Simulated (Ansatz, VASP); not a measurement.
**C in VASP and in Ansatz**

File INCAR:

```
SYSTEM = C
PREC = Accurate
ENCUT = 600
EDIFF = 1E-6
ISMEAR = 0
SIGMA = 0.1
LREAL = .FALSE.
LASPH = .TRUE.
NELM = 60
ALGO = Normal
ISIF = 3
LWAVE = .FALSE.
LCHARG = .FALSE.
GGA = PE
IBRION = 2
NSW = 90
EDIFFG = -0.04
```

File KPOINTS:

```
Automatic mesh
0
G
  8 8 8
  0 0 0
```

File POSCAR:

```
C
1.0
   -1.4461555100      1.4461555100      2.9533589800
    1.4461555100     -1.4461555100      2.9533589800
    1.4461555100      1.4461555100     -2.9533589800
C
4
Direct
    0.3118297000      0.8118297000      0.1236594100
    0.6881703000      0.1881703000      0.8763405900
    0.8118297000      0.6881703000      0.5000000000
    0.1881703000      0.3118297000      0.5000000000
```

Input for Ansatz:

```yaml
crystal:
  lattice:
    - [-1.44615551, 1.44615551, 2.95335898]
    - [1.44615551, -1.44615551, 2.95335898]
    - [1.44615551, 1.44615551, -2.95335898]
  atoms:
    - { symbol: C, position: [0.3118297, 0.8118297, 0.12365941] }
    - { symbol: C, position: [0.6881703, 0.1881703, 0.87634059] }
    - { symbol: C, position: [0.8118297, 0.6881703, 0.5] }
    - { symbol: C, position: [0.1881703, 0.3118297, 0.5] }
basis:
  ecutwfc: 420
kpoints:
  mp_grid: { grid: [8, 8, 8] }
hamiltonian:
  xc: pbe
scf:
  occupations: { method: gaussian, width: 0.1 }
  lower_state_search: "off"
output:
  forces: true
  stress: true
  eigenvalues: true
relax:
  adjacent_minimum: "off"
  f_tol: 0.04
  max_steps: 70
  cell: { stress_tol: 0.4 }
```

Alike in both runs: task relaxation of cell and atoms; functional PBE; k mesh 8 × 8 × 8; occupations gaussian, width 0.1 eV; no spin polarisation.

|  | VASP | Ansatz |
| --- | --- | --- |
| version | VASP 6.6.1 | Ansatz 0.2.0 |
| potentials or method | VASP PAW PBE potentials, release 64 (C), cutoff 600 eV | scalar-relativistic, plane waves, PAW |
| valence electrons in the cell | 16 | 16 |

Ansatz gave:

- gap on the k mesh at the Fermi level, each at its own relaxed structure (eV): none
- relaxed volume (Å³/atom): 10.68
- relaxed cell length with the largest relative difference (Å): 4.669

Question: Which values does VASP return?

Answer: gap on the k mesh at the Fermi level, each at its own relaxed structure (eV): none; relaxed volume (Å³/atom): 9.31; relaxed cell length with the largest relative difference (Å): 4.224.

A gap of «none» marks a metal or a gap that the smearing closes. One of these differences is far larger than is usual between the two programs; its cause wasn't traced.

The k mesh is coarse, so the values compare programs but aren't converged. Noted on VASP's run: the volume moved by over 15 % at a fixed basis, so the end points are rough.
